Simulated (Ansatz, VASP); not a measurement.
AlB2Ru3 in VASP and in Ansatz

Contents of INCAR:

```
PREC     = Accurate       # precision mode
ENCUT    = 600            # plane-wave cutoff, eV
EDIFF    = 1E-6           # SCF threshold, eV
ISMEAR   = 0              # smearing method
SIGMA    = 0.1            # smearing width, eV
LREAL    = F              # projectors in reciprocal space
LASPH    = T              # aspherical terms in the spheres
NELM     = 120            # most SCF steps
ALGO     = Normal         # electronic algorithm
ISIF     = 2              # what is computed and relaxed
LWAVE    = F              # write WAVECAR
LCHARG   = F              # write CHGCAR
GGA      = PE             # functional
NBANDS   = 38             # bands
GGA_COMPAT= F
```

Contents of KPOINTS:

```
regular mesh
0
Gamma
  6 6 4
```

The input POSCAR:

```
AlB2Ru3
1.0
    3.5058228100      0.0000000000      0.0000000000
    0.0000000000      3.5058228100      0.0000000000
    0.0000000000      0.0000000000      6.2958241300
Al B Ru
1 2 3
Direct
    0.5000000000      0.5000000000      0.0000000000
    0.5000000000      0.0000000000      0.5000000000
    0.0000000000      0.5000000000      0.5000000000
    0.0000000000      0.0000000000      0.5000000000
    0.0000000000      0.0000000000      0.8500130400
    0.0000000000      0.0000000000      0.1499869600
```

Input for Ansatz:

```yaml
crystal:
  lattice:
    - [3.50582281, 0.0, 0.0]
    - [0.0, 3.50582281, 0.0]
    - [0.0, 0.0, 6.29582413]
  atoms:
    - { symbol: Al, position: [0.5, 0.5, 0.0] }
    - { symbol: B, position: [0.5, 0.0, 0.5] }
    - { symbol: B, position: [0.0, 0.5, 0.5] }
    - { symbol: Ru, position: [0.0, 0.0, 0.5] }
    - { symbol: Ru, position: [0.0, 0.0, 0.85001304] }
    - { symbol: Ru, position: [0.0, 0.0, 0.14998696] }
basis:
  ecutwfc: 420
kpoints:
  mp_grid: { grid: [6, 6, 4] }
hamiltonian:
  xc: pbe
scf:
  occupations: { method: gaussian, width: 0.1 }
  lower_state_search: "off"
output:
  forces: true
  stress: true
  eigenvalues: true
```

Alike in both runs: task single point; functional PBE; k mesh 6 × 6 × 4; occupations gaussian, width 0.1 eV; no spin polarisation.

|  | VASP | Ansatz |
| --- | --- | --- |
| version | VASP 6.6.1 | Ansatz 0.2.0 |
| potentials or method | VASP PAW PBE potentials, release 64 (Al, B, Ru_sv), cutoff 600 eV | scalar-relativistic, plane waves, PAW |
| valence electrons in the cell | 57 | 57 |

Ansatz gave:

| Item | Value |
| --- | --- |
| gap on the k mesh at the Fermi level (eV) | none |
| rms of the force components (eV/Å) | 2.877 |

**Question.** Which values does VASP return?

**Answer.** gap on the k mesh at the Fermi level (eV): none; rms of the force components (eV/Å): 2.847.

Atom by atom the forces differ by 0.030 eV/Å (rms over components). A gap of «none» marks a metal or a gap that the smearing closes. With one functional, cell and mesh, what is left measures potentials, basis and numerics.
